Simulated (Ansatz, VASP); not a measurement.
# FeGe in VASP and in Ansatz

POSCAR

```
FeGe
1.0
    4.6890000000      0.0000000000      0.0000000000
    0.0000000000      4.6890000000      0.0000000000
    0.0000000000      0.0000000000      4.6890000000
Fe Ge
4 4
Direct
    0.1350000000      0.1350000000      0.1350000000
    0.3650000000      0.8650000000      0.6350000000
    0.6350000000      0.3650000000      0.8650000000
    0.8650000000      0.6350000000      0.3650000000
    0.8420000000      0.8420000000      0.8420000000
    0.6580000000      0.1580000000      0.3420000000
    0.3420000000      0.6580000000      0.1580000000
    0.1580000000      0.3420000000      0.6580000000
```

Contents of INCAR.step1:

```
ALGO     = Normal         # electronic algorithm
EDIFF    = 1E-4           # SCF threshold, eV
ENCUT    = 520            # plane-wave cutoff, eV
GGA      = PE             # functional
ISMEAR   = -1             # smearing method
LASPH    = True           # aspherical terms in the spheres
LCHARG   = False          # write CHGCAR
LREAL    = False          # projectors in reciprocal space
LWAVE    = True           # write WAVECAR
NBANDS   = 54             # bands
NELM     = 60             # most SCF steps
PREC     = Accurate       # precision mode
SIGMA    = 0.05           # smearing width, eV
```

INCAR.step2

```
ALGO     = Normal         # electronic algorithm
EDIFF    = 1E-7           # SCF threshold, eV
ENCUT    = 520            # plane-wave cutoff, eV
ISIF     = 2              # what is computed and relaxed
ISMEAR   = -1             # smearing method
ISTART   = 1            
LASPH    = True           # aspherical terms in the spheres
LCHARG   = False          # write CHGCAR
LMIXTAU  = True         
LREAL    = False          # projectors in reciprocal space
LWAVE    = False          # write WAVECAR
METAGGA  = R2SCAN         # meta-GGA
NBANDS   = 54             # bands
NELM     = 60             # most SCF steps
PREC     = Accurate       # precision mode
SIGMA    = 0.05           # smearing width, eV
```

KPOINTS

```
k-points
0
Gamma
  7 7 7
```

Input for Ansatz:

```yaml
crystal:
  lattice:
    - [4.689, 0.0, 0.0]
    - [0.0, 4.689, 0.0]
    - [0.0, 0.0, 4.689]
  atoms:
    - { symbol: Fe, position: [0.135, 0.135, 0.135] }
    - { symbol: Fe, position: [0.365, 0.865, 0.635] }
    - { symbol: Fe, position: [0.635, 0.365, 0.865] }
    - { symbol: Fe, position: [0.865, 0.635, 0.365] }
    - { symbol: Ge, position: [0.842, 0.842, 0.842] }
    - { symbol: Ge, position: [0.658, 0.158, 0.342] }
    - { symbol: Ge, position: [0.342, 0.658, 0.158] }
    - { symbol: Ge, position: [0.158, 0.342, 0.658] }
  symmetry: { tolerance: 0.0003 }
hamiltonian:
  xc: r2scan
  pseudopotentials: { kind: paw, azcp: { folder: soft_1 } }
basis:
  ecutwfc: 500
magnetization:
  spin_polarized: false
scf:
  occupations: { method: fermi_dirac, width: 0.05 }
kpoints:
  mp_grid: { grid: [7, 7, 7], shift: [0, 0, 0] }
output:
  forces: true
  stress: true
  eigenvalues: true
```

Alike in both runs: task single point; functional r2SCAN; k mesh 7 × 7 × 7; occupations fermi-dirac, width 0.05 eV; no spin polarisation.

|  | VASP | Ansatz |
| --- | --- | --- |
| version | VASP 6.6.1 | Ansatz 0.2.0 |
| potentials or method | VASP PAW PBE potentials, release 64 (Fe, Ge_d), cutoff 520 eV | PAW plane waves |
| valence electrons in the cell | 88 | 120 |

```tsv
	VASP	Ansatz	Ansatz less VASP
pressure (GPa)	-11.9	-11.9	-0.02
rms of the force components (eV/Å)	0.226	0.227	+0.0017
```

VASP's potentials were made for PBE, not for r2SCAN. Atom by atom the forces differ by 0.013 eV/Å (rms over components). VASP's potentials hold 88 valence electrons a cell and Ansatz's 120, so a difference there can come from the potentials and not from the codes.
